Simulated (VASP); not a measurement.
Wanted: the native input for a VASP 6.6.1 run.

- Task: single point
- Functional: PBE
- Potentials or basis: VASP PAW PBE potentials, release 64 (Sc_sv)
- Cutoff: 520 eV
- k mesh: 9 × 9 × 12
- Occupations: fermi-dirac, width 0.1 eV
- Spin: no spin polarisation
- Dipole correction: no
- Further INCAR settings: ALGO = Normal; EDIFF = 1e-07; NBANDS = 24

The structure of Sc lies in POSCAR:

```
Sc
1.0
    4.2356620436      0.0000000000      0.0000000000
   -2.1178310218      3.6681909316      0.0000000000
    0.0000000000      0.0000000000      2.4552797569
Sc
3
Direct
    0.0000000000      0.0000000000      0.0000000000
    0.3333333333      0.6666666667      0.5000000000
    0.6666666667      0.3333333333      0.5000000000
```

One way to write it, as run:

INCAR

```
  ALGO = Normal
  EDIFF = 1E-7
  ENCUT = 520
  GGA = PE
  ISIF = 2
  ISMEAR = -1
  LASPH = True
  LCHARG = False
  LREAL = False
  LWAVE = False
  NBANDS = 24
  NELM = 100
  PREC = Accurate
  SIGMA = 0.1
```

KPOINTS

```
k-points
0
Gamma
  9 9 12
```

Potentials or basis: VASP PAW PBE potentials, release 64 (Sc_sv).

The run is started by

```sh
$ cat potpaw_PBE.64/Sc_sv/POTCAR > POTCAR
$ mpirun -np 1 vasp_std > vasp.out
```

It gave:

- Pressure: 90.3 GPa

Wall time 31 s on 1 thread of Intel(R) Xeon(R) Platinum 8488C (Sapphire Rapids), with other jobs on the host, peak memory 0.19 GiB.
